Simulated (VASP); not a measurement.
# LiRe3: relaxation of cell and atoms with PBE

The system is LiRe3.

```xyz
4
Lattice="0.0000 3.0529 3.0529 3.0529 0.0000 3.0529 3.0529 3.0529 0.0000" Properties=species:S:1:pos:R:3 pbc="T T T"
Li    0.0000    0.0000    0.0000
Re    4.5793    4.5793    4.5793
Re    1.5264    1.5264    1.5264
Re    3.0529    3.0529    3.0529
```

- Program: VASP 6.6.1
- Task: relaxation of cell and atoms
- Functional: PBE
- Potentials or basis: VASP PAW PBE potentials, release 64 (Li_sv, Re)
- Cutoff: 600 eV
- k mesh: 6 × 6 × 6
- Occupations: fermi-dirac, width 0.1 eV
- Spin: no spin polarisation
- Target pressure: 20 GPa
- Dipole correction: no
- Further INCAR settings: ALGO = Normal; EDIFF = 1e-06; IBRION = 2; EDIFFG = -0.01; NSW = 80; ISIF = 3

```json
{"Relaxed volume": "13.16 Å³/atom", "Relaxed cell": "a = 4.207 Å, b = 4.207 Å, c = 4.207 Å, α = 60.00°, β = 60.00°, γ = 60.00°", "Space group after relaxing (to 0.05 Å)": "Fm-3m (No. 225)", "Energy change on relaxing (the enthalpy is what falls)": "+49.3 meV/atom", "Ionic steps": "5", "Pressure after relaxing": "20.0 GPa", "Band gap on the k mesh": "zero (band 12 reaches 9.42 eV, above the bottom of band 13 at 6.56 eV)"}
```

The path:
| step | energy change (eV) | largest force (eV/Å) | pressure (GPa) | volume (Å³) |
| --- | --- | --- | --- | --- |
| 1 | 0.0000 | 0.0000 | -3.55 | 56.91 |
| 2 | 5.5757 | 0.0000 | 157.58 | 41.36 |
| 3 | 0.1477 | 0.0000 | 17.20 | 53.06 |
| 4 | 0.1843 | 0.0000 | 19.30 | 52.74 |
| 5 | 0.1973 | 0.0000 | 20.00 | 52.63 |

Final structure:
```cif
data_structure
_symmetry_space_group_name_H-M 'P 1'
_symmetry_Int_Tables_number 1
_cell_length_a 4.2066
_cell_length_b 4.2066
_cell_length_c 4.2066
_cell_angle_alpha 60.000
_cell_angle_beta 60.000
_cell_angle_gamma 60.000
_cell_volume 52.63
loop_
_atom_site_label
_atom_site_type_symbol
_atom_site_fract_x
_atom_site_fract_y
_atom_site_fract_z
_atom_site_occupancy
Li1 Li 0.00000 0.00000 0.00000 1
Re1 Re 0.75000 0.75000 0.75000 1
Re2 Re 0.25000 0.25000 0.25000 1
Re3 Re 0.50000 0.50000 0.50000 1
```

Levels at points of the mesh, in eV from the Fermi level:
```
           k point  band 10  band 11  band 12  band 13  band 14  band 15
(0.00, 0.00, 0.00)    -2.92     2.09     2.09     2.09     2.21     2.21
(0.50, 0.00, 0.00)    -2.02    -0.86    -0.86    -0.78     2.02     2.02
(0.50, 0.50, 0.00)    -1.03    -1.03     0.89     0.89     1.36     1.64
```

Run time: 47 s on 1 thread of Intel(R) Xeon(R) Platinum 8559C (Emerald Rapids) (shared host), peak memory 0.2 GiB.

Caveat: the cutoff is under 1.25 times the usual one of these potentials, so pressure, stress and relaxed cells hold a basis-set (Pulay) error; the cell is relaxed towards a set pressure, so the enthalpy falls and the energy may rise; spin-orbit coupling is left out, which moves the levels of the heavy elements.
